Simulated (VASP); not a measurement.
# Al2Ru (Fddd) in VASP: further runs, part 2 of 2

VASP 6.6.1. The steps go on from the part before.

### Step 4. Single point, PBEsol (volume scaled by 0.97, then relaxed in part)

Input file INCAR:

```
ALGO     = Normal         # electronic algorithm
EDIFF    = 1E-6           # SCF threshold, eV
ENCUT    = 520            # plane-wave cutoff, eV
GGA      = PS             # functional
ISIF     = 2              # what is computed and relaxed
ISMEAR   = 0              # smearing method
LASPH    = T              # aspherical terms in the spheres
LCHARG   = T              # write CHGCAR
LELF     = T              # ELF
LREAL    = F              # projectors in reciprocal space
LVHAR    = T            
LWAVE    = F              # write WAVECAR
NBANDS   = 29             # bands
NELM     = 80             # most SCF steps
PREC     = Accurate       # precision mode
SIGMA    = 0.01           # smearing width, eV
```

Input file KPOINTS:

```
k-points
0
Gamma
  10 10 10
```

Input file POSCAR:

```
Al2Ru
1.0
    0.0000000000      3.9414468713      4.3476250478
    2.3266511546      0.0000000000      4.3476250478
    2.3266511546      3.9414468713      0.0000000000
Al Ru
4 2
Direct
    0.0793704571      0.4206295429      0.0793704571
    0.4206295429      0.0793704571      0.4206295429
    0.1706295429      0.8293704571      0.1706295429
    0.8293704571      0.1706295429      0.8293704571
    0.7500000000      0.7500000000      0.7500000000
    0.5000000000      0.5000000000      0.5000000000
```

Potentials or basis: VASP PAW PBE potentials, release 64 (Al, Ru_pv).

Launch:

```sh
$ cat potpaw_PBE.64/Al/POTCAR potpaw_PBE.64/Ru_pv/POTCAR > POTCAR
$ mpirun -np 1 vasp_std > vasp.out
```

OUTCAR:

```text
EDIFF = 1E-6
   ENCUT = 520
   GGA = PS
   ISIF = 2
   ISMEAR = 0
   LASPH = T
   LREAL = F
   NELM = 80
   PREC = Accurate

 ion  position               nearest neighbor table
   1  0.079  0.421  0.079-   6 2.54   6 2.54   3 2.57   3 2.57   5 2.60   2 2.64   2 2.64   5 2.69
                             5 2.69   2 2.69   4 3.16   4 3.16   4 3.16   4 3.16
   2  0.421  0.079  0.421-   6 2.54   6 2.54   4 2.57   4 2.57   5 2.60   1 2.64   1 2.64   5 2.69
                             5 2.69   1 2.69   3 3.16   3 3.16   3 3.16   3 3.16
   3  0.171  0.829  0.171-   5 2.54   5 2.54   1 2.57   1 2.57   6 2.60   4 2.64   4 2.64   6 2.69
                             6 2.69   4 2.69   2 3.16   2 3.16   2 3.16   2 3.16
   4  0.829  0.171  0.829-   5 2.54   5 2.54   2 2.57   2 2.57   6 2.60   3 2.64   3 2.64   6 2.69
                             6 2.69   3 2.69   1 3.16   1 3.16   1 3.16   1 3.16
   5  0.750  0.750  0.750-   4 2.54   3 2.54   4 2.54   3 2.54   1 2.60   2 2.60   2 2.69   2 2.69
                             1 2.69   1 2.69   6 3.16   6 3.16   6 3.16   6 3.16
   6  0.500  0.500  0.500-   1 2.54   2 2.54   1 2.54   2 2.54   3 2.60   4 2.60   3 2.69   3 2.69
                             4 2.69   4 2.69   5 3.16   5 3.16   5 3.16   5 3.16

  LATTYP: Found a face centered orthorhombic cell.
 ALAT       =     4.6533023092
 B/A-ratio  =     1.6940429009
 C/A-ratio  =     1.8686192123

[... 200 lines left out ...]
      1     -31.6622      2.00000
      2     -31.5741      2.00000
      3     -31.5640      2.00000
      4     -31.5180      2.00000
      5     -31.5052      2.00000
      6     -31.4974      2.00000
[... 757 lines left out ...]
     28      16.1364      0.00000
     29      17.1442      0.00000

 [... further k-points ...]

------------------------ aborting loop because EDIFF is reached ----------------------------------------

  FORCE on cell =-STRESS in cart. coord.  units (eV):
  Direction    XX          YY          ZZ          XY          YZ          ZX
  --------------------------------------------------------------------------------------
  -------------------------------------------------------------------------------------
  Total        2.9751182      2.9502222      2.9614195      0.0000000      0.0000000      0.0000000
  in kB       59.7786061     59.2783747     59.5033587      0.0000000      0.0000000      0.0000000
  external PRESSURE =      59.5201132 kB  Pullay stress =       0.0000000 kB

 VOLUME and BASIS-vectors are now :
 -----------------------------------------------------------------------------
  energy-cutoff  :      520.00
  volume of cell :       79.74
      direct lattice vectors                 reciprocal lattice vectors
     0.000000000  3.941446871  4.347625048    -0.214901146  0.126856968  0.115005318
     2.326651155  0.000000000  4.347625048     0.214901146 -0.126856968  0.115005318
     2.326651155  3.941446871  0.000000000     0.214901146  0.126856968 -0.115005318

 POSITION                                       TOTAL-FORCE (eV/Angst)
 -----------------------------------------------------------------------------------
      1.16333      0.62567      2.17381        -0.000000      0.001430     -0.000000
      1.16333      3.31578      2.17381        -0.000000     -0.001430     -0.000000
      2.32665      1.34505      4.34763         0.000000     -0.001430      0.000000
      2.32665      6.53784      4.34763         0.000000      0.001430      0.000000
      3.48998      5.91217      6.52144         0.000000      0.000000      0.000000
      2.32665      3.94145      4.34763         0.000000      0.000000     -0.000000
 -----------------------------------------------------------------------------------
    total drift:                               -0.000000     -0.000000     -0.000000

  FREE ENERGIE OF THE ION-ELECTRON SYSTEM (eV)
  ---------------------------------------------------
  free  energy   TOTEN  =       -40.7850904751 eV

  energy  without entropy=      -40.7850904751  energy(sigma->0) =      -40.78509048
```

Wall time 3.1 min (1 thread of Intel Xeon 6975P-C (Granite Rapids), shared host); peak memory 0.47 GiB.

What came out:

| Quantity | Value |
| --- | --- |
| Free energy | -40.7851 eV |
| Pressure | 6.0 GPa |
| Band gap on the k mesh | 0.09 eV, indirect (least direct gap 1.28 eV) |

Caveat: the PAW data sets were made with another functional, which shifts forces and pressure a little. A k mesh can miss the band edges.

### Step 5. Summary

| cell | gap on the mesh (eV) | pressure (GPa) |
| --- | --- | --- |
| a = 6.039, b = 5.058, c = 4.732 Å, angles 76.1, 54.4, 49.5°, 6 atoms | 0.06 | -9.1 |
| a = 5.807, b = 4.885, c = 4.524 Å, angles 76.1, 54.7, 49.1°, 6 atoms | 0.11 | 12.8 |
| a = 5.868, b = 4.931, c = 4.577 Å, angles 76.1, 54.7, 49.2°, 6 atoms | 0.09 | 6.0 |

Alike in all rows: task single point; level PBEsol; potentials or basis VASP PAW PBE potentials, release 64 (Al, Ru_pv); no spin polarisation; k mesh 10 × 10 × 10; cutoff (eV) 520; smearing gaussian 0.01 eV.

Caveats: the PAW data sets were made with another functional, which shifts forces and pressure a little.

Total energies depend on the potentials used, so only differences within one code and one set of settings carry meaning.
